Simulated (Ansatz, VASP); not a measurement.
ZnO2 in VASP and in Ansatz

The input INCAR:

```
SYSTEM = ZnO2
ALGO = Normal
EDIFF = 1E-6
ENCUT = 600
GGA = PS
GGA_COMPAT = .False.
ISIF = 2
ISMEAR = 0
LASPH = .True.
LCHARG = .True.
LELF = .True.
LREAL = .False.
LVHAR = .True.
LWAVE = .False.
NBANDS = 60
NELM = 120
PREC = Accurate
SIGMA = 0.05
```

The input KPOINTS:

```
k-points
0
Gamma
  6 6 6
  0 0 0
```

Contents of POSCAR:

```
ZnO2
1.0
    4.9197316266      0.0000000000      0.0000000000
    0.0000000000      4.9197316266      0.0000000000
    0.0000000000      0.0000000000      4.9197316266
Zn O
4 8
Direct
    0.0000000000      0.5000000000      0.5000000000
    0.5000000000      0.5000000000      0.0000000000
    0.5000000000      0.0000000000      0.5000000000
    0.0000000000      0.0000000000      0.0000000000
    0.4125424092      0.0874575908      0.9125424092
    0.0874575908      0.9125424092      0.4125424092
    0.9125424092      0.4125424092      0.0874575908
    0.5874575908      0.5874575908      0.5874575908
    0.4125424092      0.4125424092      0.4125424092
    0.0874575908      0.5874575908      0.9125424092
    0.9125424092      0.0874575908      0.5874575908
    0.5874575908      0.9125424092      0.0874575908
```

Input for Ansatz:

```yaml
crystal:
  lattice:
    - [4.9197316266, 0.0, 0.0]
    - [0.0, 4.9197316266, 0.0]
    - [0.0, 0.0, 4.9197316266]
  atoms:
    - { symbol: Zn, position: [0.0, 0.5, 0.5] }
    - { symbol: Zn, position: [0.5, 0.5, 0.0] }
    - { symbol: Zn, position: [0.5, 0.0, 0.5] }
    - { symbol: Zn, position: [0.0, 0.0, 0.0] }
    - { symbol: O, position: [0.4125424092, 0.0874575908, 0.9125424092] }
    - { symbol: O, position: [0.0874575908, 0.9125424092, 0.4125424092] }
    - { symbol: O, position: [0.9125424092, 0.4125424092, 0.0874575908] }
    - { symbol: O, position: [0.5874575908, 0.5874575908, 0.5874575908] }
    - { symbol: O, position: [0.4125424092, 0.4125424092, 0.4125424092] }
    - { symbol: O, position: [0.0874575908, 0.5874575908, 0.9125424092] }
    - { symbol: O, position: [0.9125424092, 0.0874575908, 0.5874575908] }
    - { symbol: O, position: [0.5874575908, 0.9125424092, 0.0874575908] }
basis:
  ecutwfc: 520.0
kpoints:
  mp_grid: { grid: [6, 6, 6] }
hamiltonian:
  xc: pbesol
  pseudopotentials: { kind: paw, azcp: { folder: soft_1 } }
scf:
  occupations: { method: gaussian, width: 0.05 }
output:
  forces: true
  stress: true
  eigenvalues: true
```

Alike in both runs: task single point; functional PBEsol; k mesh 6 × 6 × 6; occupations gaussian, width 0.05 eV; no spin polarisation.

|  | VASP | Ansatz |
| --- | --- | --- |
| version | VASP 6.6.1 | Ansatz 0.2.0 |
| potentials or method | VASP PAW PBE potentials, release 64 (Zn, O), cutoff 600 eV | scalar-relativistic, plane waves, PAW |
| valence electrons in the cell | 96 | 96 |

VASP gave:

```
gap on the k mesh at the Fermi level (eV) : 2.10
least direct gap on the mesh (eV)         : 2.25
pressure (GPa)                            : -4.1
rms of the force components (eV/Å)        : 0.018
```

Which values does Ansatz return?

gap on the k mesh at the Fermi level (eV): 2.13; least direct gap on the mesh (eV): 2.28; pressure (GPa): -5.0; rms of the force components (eV/Å): 0.098.

VASP's potentials were made for PBE, not for PBEsol, and Ansatz warns of the same on its side. Atom by atom the forces differ by 0.080 eV/Å (rms over components).
